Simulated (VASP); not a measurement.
Pt: single point with PBEsol

Pt:

```
CELL_PARAMETERS angstrom
-1.57608 1.54487 1.56047
1.57608 -1.54487 1.56047
1.57608 1.54487 -1.56047
ATOMIC_POSITIONS crystal
Pt 0.00000 0.00000 0.00000
```

This cell differs from its parent crystal: strain +0.0100 x Voigt [1, -1, 0, 0, 0, 0].

```yaml
Program: VASP 6.6.1
Task: single point
Functional: PBEsol
Potentials_or_basis: VASP PAW PBE potentials, release 64 (Pt)
Cutoff: 520 eV
k_mesh: 26 × 26 × 26
Occupations: gaussian, width 0.15 eV
Spin: no spin polarisation
```

```yaml
Pressure: -0.2 GPa
Band_gap_on_the_k_mesh: zero (bands 5 and 6 overlap by 2.28 eV)
```

Stress tensor (GPa, compression positive):
```
 0.76  0.00  0.00
 0.00 -1.30  0.00
 0.00  0.00 -0.20
```

Levels at points of the mesh, in eV from the Fermi level:
| k point | band 3 | band 4 | band 5 | band 6 | band 7 | band 8 |
| --- | --- | --- | --- | --- | --- | --- |
| (0.00, 0.00, 0.00) | -3.71 | -3.63 | -1.16 | -0.96 | 16.86 | 17.06 |
| (0.50, 0.00, 0.00) | -1.14 | -0.64 | 0.13 | 1.14 | 6.68 | 13.11 |
| (0.00, 0.50, 0.00) | -1.37 | -0.74 | 0.00 | 1.11 | 6.50 | 13.34 |
| (0.50, 0.50, 0.00) | -1.27 | -0.68 | 0.07 | 1.12 | 6.59 | 13.22 |
| (0.50, 0.50, 0.50) | 0.53 | 0.56 | 0.59 | 7.38 | 7.68 | 7.99 |

Wall time 2.8 min on 1 thread of Intel(R) Xeon(R) Platinum 8488C (Sapphire Rapids), on a shared host, peak memory 0.49 GiB.

Caveat: the cell differs from its parent crystal (strain +0.0100 x Voigt [1, -1, 0, 0, 0, 0]); the PAW data sets were made with another functional, which shifts forces and pressure a little; spin-orbit coupling is left out, which moves the levels of the heavy elements.
